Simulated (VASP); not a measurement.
Crystal: NbIn2Se3.

```xyz
6
Lattice="3.4600 0.0000 0.0000 -1.7300 2.9964 0.0000 0.0000 0.0000 13.9500" Properties=species:S:1:pos:R:3 pbc="T T T"
Nb    0.0000    0.0000    0.0000
In    1.7300    0.9988    9.6255
In    1.7300    0.9988    4.3245
Se    0.0000    1.9976   12.2760
Se    0.0000    1.9976    1.6740
Se    0.0000    0.0000    6.9750
```

```yaml
Program: VASP 6.6.1
Task: relaxation of cell and atoms
Functional: PBE
Potentials_or_basis: VASP PAW PBE potentials, release 64 (Nb_sv, In_d, Se)
Cutoff: 600 eV
k_mesh: 4 × 4 × 1
Occupations: gaussian, width 0.15 eV
Spin: no spin polarisation
```

At the start: pressure 0.3 GPa; volume 24.10 Å³/atom.

**Question.** How do energy, volume and symmetry change on relaxing?

**Answer.** Over 17 steps the energy falls by 52.1 meV/atom and the volume is 27.53 Å³/atom (+14.2 %); space group P-6m2 (No. 187, to 0.05 Å).

The path:
| step | energy change (eV) | largest force (eV/Å) | pressure (GPa) | volume (Å³) |
| --- | --- | --- | --- | --- |
| 1 | 0.0000 | 0.4785 | 0.30 | 144.63 |
| 2 | -0.0245 | 0.4509 | -0.11 | 145.59 |
| 3 | -0.0725 | 0.3919 | -1.23 | 148.46 |
| 4 | -0.0750 | 0.8550 | -3.00 | 154.24 |
| 5 | -0.0891 | 0.5848 | -2.12 | 151.22 |
| 6 | -0.0976 | 0.5615 | -2.03 | 151.13 |
| 7 | -0.1213 | 0.4913 | -1.71 | 150.86 |
| 8 | -0.1610 | 0.3492 | -1.03 | 150.32 |
| 9 | -0.2056 | 0.1790 | 0.57 | 149.23 |
| 10 | -0.2084 | 0.1230 | 1.24 | 148.82 |
| 11 | -0.2240 | 0.1051 | 1.18 | 149.93 |
| 12 | -0.2584 | 0.0287 | 1.04 | 153.32 |
| 13 | -0.2765 | 0.0993 | 1.16 | 160.24 |
| 14 | -0.2984 | 0.2011 | -0.47 | 164.71 |
| 15 | -0.2985 | 0.1946 | -0.44 | 164.59 |
| 16 | -0.3120 | 0.0244 | -0.25 | 165.09 |
| 17 | -0.3126 | 0.0591 | -0.20 | 165.18 |

Final structure:
```
Nb In Se
1.0
     3.57443    0.00000    0.00000
    -1.78721    3.09554    0.00000
     0.00000    0.00000   14.92885
Nb In Se
1 2 3
Cartesian
  0.0000 0.0000 0.0000
  1.7872 1.0318 9.5749
  1.7872 1.0318 5.3540
  0.0000 2.0637 13.2808
  0.0000 2.0637 1.6481
  0.0000 0.0000 7.4644
```

Caveat: the k points lie up to 0.51 Å⁻¹ apart in the final cell; the relaxation stopped at a loose force limit of 0.08 eV/Å, so its end isn't a converged minimum.
